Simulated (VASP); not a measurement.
P, a slab with vacuum:

```xyz
2
Lattice="3.2728 0.0000 0.0000 -1.6364 2.8343 0.0000 0.0000 0.0000 26.1519" Properties=species:S:1:pos:R:3 pbc="T T T"
P     0.0000    1.8896    8.4761
P     1.6364    0.9448    9.6998
```

Program: VASP 6.6.1. Alike in all runs: task single point; potentials or basis VASP PAW PBE potentials, release 64 (P); no spin polarisation; cell as given; k mesh 6 × 6 × 1; cutoff (eV) 520; smearing gaussian 0.01 eV.

Q: Order these runs on this cell by their band gap on the k mesh, lowest first.
A. level PBE0; share of exact exchange 0.25
B. level HSE06; share of exact exchange 0.25; screening parameter 0.2079 1/Å
C. level HF; share of exact exchange 1

A: B (2.74 eV), A (3.47 eV), C (8.75 eV).

A k mesh can miss the band edges.
